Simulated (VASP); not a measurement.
**Hg: single point with PBE**

Crystal: Hg.

```
Hg
1.0
     2.85416    0.00000    0.00000
     0.00000    2.85416    0.00000
     0.00000    0.00000    2.85416
Hg
1
Direct
  0.00000 0.00000 0.00000
```

```
Program             : VASP 6.6.1
Task                : single point
Functional          : PBE
Potentials or basis : VASP PAW PBE potentials, release 64 (Hg)
Cutoff              : 520 eV
k mesh              : 12 × 12 × 12
Occupations         : fermi-dirac, width 0.08 eV
Spin                : no spin polarisation
```

```yaml
Pressure: 11.5 GPa
Band_gap_on_the_k_mesh: zero (bands 6 and 7 overlap by 7.56 eV)
```

Levels at points of the mesh, in eV from the Fermi level:
```csv
k point,band 3,band 4,band 5,band 6,band 7,band 8,band 9,band 10
"(0.00, 0.00, 0.00)",-8.86,-6.08,-6.08,-6.08,10.79,10.79,10.79,14.80
"(0.50, 0.00, 0.00)",-6.97,-6.97,-6.00,-2.54,-2.44,14.79,15.32,15.32
"(0.50, 0.50, 0.00)",-6.83,-6.83,-5.29,1.25,1.25,1.52,7.79,18.67
"(0.50, 0.50, 0.50)",-8.23,-5.23,-5.23,5.11,5.11,5.11,6.41,8.57
```

It used 19 s of CPU time on 1 thread of Intel Xeon 8259CL (shared host).

Caveat: the cell stands under pressure; spin-orbit coupling is left out, which moves the levels of the heavy elements.
